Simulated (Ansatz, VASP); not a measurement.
**One calculation of Sc, two programs**

The input INCAR:

```
PREC = Accurate
ENCUT = 400
EDIFF = 1E-6
ISMEAR = 1
SIGMA = 0.1
LREAL = F
LASPH = T
NELM = 120
ALGO = Normal
ISIF = 2
LWAVE = F
LCHARG = F
LDIPOL = T
IDIPOL = 3
DIPOL = 0.5 0.5 0.393
GGA = PS
IVDW = 12
NBANDS = 30
GGA_COMPAT = F
NELMDL = -8
```

The input KPOINTS:

```
regular mesh
0
Gamma
  18 18 1
```

File POSCAR:

```
Sc
1.0
    3.1236330269      0.0000000000      0.0000000000
   -1.5618165135      2.7051455534      0.0000000000
    0.0000000000      0.0000000000     27.5513438792
Sc
4
Direct
    0.6666666667      0.3333333333      0.2540710911
    0.3333333333      0.6666666667      0.3463805702
    0.6666666667      0.3333333333      0.4392886957
    0.3333333333      0.6666666667      0.5315178373
```

Input for Ansatz:

```yaml
crystal:
  lattice:
    - [3.1236330269, 0.0, 0.0]
    - [-1.5618165135, 2.7051455534, 0.0]
    - [0.0, 0.0, 27.5513438792]
  atoms:
    - { symbol: Sc, position: [0.6666666667, 0.3333333333, 0.2540710911] }
    - { symbol: Sc, position: [0.3333333333, 0.6666666667, 0.3463805702] }
    - { symbol: Sc, position: [0.6666666667, 0.3333333333, 0.4392886957] }
    - { symbol: Sc, position: [0.3333333333, 0.6666666667, 0.5315178373] }
basis:
  ecutwfc: 420
kpoints:
  mp_grid: { grid: [18, 18, 1] }
hamiltonian:
  xc: pbesol
  dispersion: d3bj
scf:
  occupations: { method: methfessel_paxton, width: 0.1 }
  n_extra_bands: 7
  max_iter: 160
output:
  forces: true
  eigenvalues: true
  write_density: true
  write_potential: true
  elf: true
  volumetric_format: npy
efield:
  axis: 3
  dipole_correction: true
```

Alike in both runs: task single point; functional PBEsol; dispersion D3(BJ); k mesh 18 × 18 × 1; occupations methfessel-paxton of order 1, width 0.1 eV; no spin polarisation.

```csv
,VASP,Ansatz
version,VASP 6.6.1,Ansatz 0.2.0
potentials or method,"VASP PAW PBE potentials, release 64 (Sc_sv), cutoff 400 eV","scalar-relativistic, plane waves, PAW"
valence electrons in the cell,44,44
```

|  | VASP | Ansatz | Ansatz less VASP |
| --- | --- | --- | --- |
| gap on the k mesh at the Fermi level (eV) | none | none | - |
| rms of the force components (eV/Å) | 0.019 | 0.019 | +0.0003 |

VASP's potentials were made for PBE, not for PBEsol. Atom by atom the forces differ by 0.003 eV/Å (rms over components). A gap of «none» marks a metal or a gap that the smearing closes. Ansatz's warnings: xc potential rough in thin density.
